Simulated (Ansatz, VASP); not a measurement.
## H3C5I2N: VASP beside Ansatz

```xyz
11
Lattice="0.0000 8.6785 3.1290 3.5007 0.0000 3.1290 3.5007 8.6785 0.0000" Properties=species:S:1:pos:R:3 pbc="T T T"
H     3.5007    6.5278    2.3398
H     3.5007   10.8291    2.3398
H     3.5007    8.6785    1.0698
C     3.5007    7.5503    4.2403
C     3.5007    9.8067    4.2403
C     3.5007    7.4774    2.8545
C     3.5007    9.8796    2.8545
C     3.5007    8.6785    2.1566
I     3.5007   14.4385    2.2446
I     3.5007    2.9185    2.2446
N     3.5007    8.6785    4.9270
```

Alike in both runs: functional r2SCAN; k mesh 4 × 4 × 4; occupations gaussian, width 0.02 eV; no spin polarisation.

Ansatz relaxed the structure, and its values are those at the end. VASP's run is a single point on that final structure, the one shown.

|  | VASP | Ansatz |
| --- | --- | --- |
| version | VASP 6.6.1 | Ansatz 0.2.0 |
| potentials or method | VASP PAW PBE potentials, release 64 (H, C, I, N), cutoff 660 eV | scalar-relativistic, plane waves, PAW |
| valence electrons in the cell | 42 | 62 |

```tsv
	VASP	Ansatz	Ansatz less VASP
gap on the k mesh at the Fermi level (eV)	3.35	3.34	-0.004
least direct gap on the mesh (eV)	3.73	3.73	+0.006
pressure (GPa)	0.1	0.0	-0.06
rms of the force components (eV/Å)	0.053	0.003	-0.0506
```

VASP's potentials were made for PBE, not for r2SCAN. VASP's potentials hold 42 valence electrons a cell and Ansatz's 62, so a difference there can come from the potentials and not from the codes.

Spin-orbit coupling is off throughout.
